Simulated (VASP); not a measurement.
Write the native input for VASP 6.6.1 that does the following.

```
Task                   : single point
Functional             : PBE
Potentials or basis    : VASP PAW PBE potentials, release 64 (Zn)
Cutoff                 : 520 eV
k mesh                 : 25 × 25 × 25
Occupations            : fermi-dirac, width 0.0612256 eV
Spin                   : no spin polarisation
Dipole correction      : no
Further INCAR settings : ALGO = Normal; EDIFF = 1e-06; NBANDS = 12
```

The structure of Zn lies in POSCAR:

```
Zn
1.0
   -1.5963949301      1.5963949301      1.5963949301
    1.5963949301     -1.5963949301      1.5963949301
    1.5963949301      1.5963949301     -1.5963949301
Zn
1
Direct
    0.0000000000      0.0000000000      0.0000000000
```

This isn't the form of Zn at room conditions, which is hcp.

The input as run:

INCAR

```
SYSTEM = Zn
PREC = Accurate ; ENCUT = 520
EDIFF = 1E-6 ; ISMEAR = -1
SIGMA = 0.06122561905347299 ; LREAL = .FALSE.
LASPH = .TRUE. ; NELM = 100
ALGO = Normal ; ISIF = 2
LWAVE = .FALSE. ; LCHARG = .FALSE.
GGA = PE ; NBANDS = 12
```

KPOINTS

```
regular mesh
0
G
  25 25 25
  0 0 0
```

Potentials or basis: VASP PAW PBE potentials, release 64 (Zn).

The run is started by

```bash
$ cat potpaw_PBE.64/Zn/POTCAR > POTCAR
$ mpirun -np 1 vasp_std > vasp.out
```

It gave:

```json
{
 "Pressure": "-2.8 GPa",
 "Band gap on the k mesh": "zero (bands 6 and 7 overlap by 4.81 eV)"
}
```

Wall time 80 s on 1 thread of Intel Xeon 8259CL (shared host), peak memory 0.21 GiB.
